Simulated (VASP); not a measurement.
A run of VASP 6.6.1:

File INCAR:

```
PREC     = Accurate       # precision mode
ENCUT    = 520            # plane-wave cutoff, eV
EDIFF    = 1E-7           # SCF threshold, eV
ISMEAR   = 1              # smearing method
SIGMA    = 0.3            # smearing width, eV
LREAL    = False          # projectors in reciprocal space
LASPH    = True           # aspherical terms in the spheres
NELM     = 60             # most SCF steps
ALGO     = Normal         # electronic algorithm
ISIF     = 2              # what is computed and relaxed
LWAVE    = False          # write WAVECAR
LCHARG   = True           # write CHGCAR
GGA      = PE             # functional
LELF     = True           # ELF
LVHAR    = True         
NBANDS   = 19             # bands
```

KPOINTS

```
regular mesh
0
Gamma
  14 14 7
```

Contents of POSCAR:

```
Zn
1.0
    2.6556370042      0.0000000000      0.0000000000
   -1.3278185021      2.2998491089      0.0000000000
    0.0000000000      0.0000000000      4.9624616040
Zn
2
Direct
    0.3333333333      0.6666666667      0.2500000000
    0.6666666667      0.3333333333      0.7500000000
```

Potentials or basis: VASP PAW PBE potentials, release 64 (Zn).

Command:

```bash
$ cat potpaw_PBE.64/Zn/POTCAR > POTCAR
$ mpirun -np 1 vasp_std > vasp.out
```

Hardware: 1 thread of AMD EPYC 7R13, with other jobs on the host.

How long does it take, and how much memory?

It took 64 s on 1 thread of AMD EPYC 7R13, with other jobs on the host, peak memory 0.14 GiB. Counts: scf iterations 13, k points 96.
